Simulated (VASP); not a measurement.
Wanted: the native input for a VASP 6.6.1 run.

- Task: single point
- Functional: LDA
- Potentials or basis: VASP PAW LDA potentials, release 64 (C, H)
- Cutoff: 520 eV
- k mesh: 6 × 4 × 1
- Occupations: gaussian, width 0.05 eV
- Spin: no spin polarisation
- Dipole correction: yes
- Further INCAR settings: LREAL = Auto; ALGO = Normal; EDIFF = 1e-06; NBANDS = 68

The structure of HC12 lies in POSCAR:

```
HC12
1.0
    4.8892663280      0.0000000000      0.0000000000
   -2.4446331640      6.7739291692      0.0000000000
    0.0000000000      0.0000000000     22.7684096771
C H
24 2
Direct
    0.4020794403      0.3041588806      0.1756820110
    0.4020794403      0.8041588805      0.1756820110
    0.9020794403      0.3041588806      0.1756820110
    0.9020794403      0.8041588805      0.1756820110
    0.1630408159      0.3260816317      0.2059829668
    0.1630408159      0.8260816317      0.2059829668
    0.6630408159      0.3260816317      0.2059829668
    0.6630408159      0.8260816317      0.2059829668
    0.1846395683      0.3692791367      0.2666259491
    0.1846395683      0.8692791367      0.2666259491
    0.6846395683      0.3692791367      0.2666259491
    0.6846395683      0.8692791367      0.2666259491
    0.4461625696      0.3923265051      0.2960492075
    0.4461625696      0.8923265051      0.2960492075
    0.9461625696      0.3923265051      0.2960492075
    0.9461625696      0.8923265051      0.2960492075
    0.4715644646      0.4431294558      0.3591099590
    0.4715644646      0.9431294558      0.3591099590
    0.9715644646      0.4431294558      0.3591099590
    0.9715644646      0.9431294558      0.3591099590
    0.2327030006      0.4654044969      0.3851129614
    0.2327030006      0.9654044969      0.3851129614
    0.7327030006      0.4654044969      0.3851129614
    0.7327030006      0.9654044969      0.3851129614
    0.2327030006      0.8102296071      0.4329863094
    0.2327030006      1.1205793867      0.4329863094
```

These files were run (other wordings do the same):

INCAR

```
PREC     = Accurate       # precision mode
ENCUT    = 520            # plane-wave cutoff, eV
EDIFF    = 1E-6           # SCF threshold, eV
ISMEAR   = 0              # smearing method
SIGMA    = 0.05           # smearing width, eV
LREAL    = Auto         
LASPH    = T              # aspherical terms in the spheres
NELM     = 80             # most SCF steps
ALGO     = Normal         # electronic algorithm
ISIF     = 2              # what is computed and relaxed
LWAVE    = F              # write WAVECAR
LCHARG   = F              # write CHGCAR
LDIPOL   = T            
IDIPOL   = 3            
DIPOL    = 0.5 0.5 0.293
NBANDS   = 68             # bands
```

KPOINTS

```
Automatic mesh
0
Gamma
  6 4 1
```

Potentials or basis: VASP PAW LDA potentials, release 64 (C, H).

Run with:

```console
$ cat potpaw_LDA.64/C/POTCAR potpaw_LDA.64/H/POTCAR > POTCAR
$ mpirun -np 1 vasp_std > vasp.out
```

Results of the run:

```
Largest force : 8.020 eV/Å
```

Wall time 16 min on 1 thread of Intel(R) Xeon(R) 6975P-C (Granite Rapids), with other jobs on the host, peak memory 0.8 GiB.
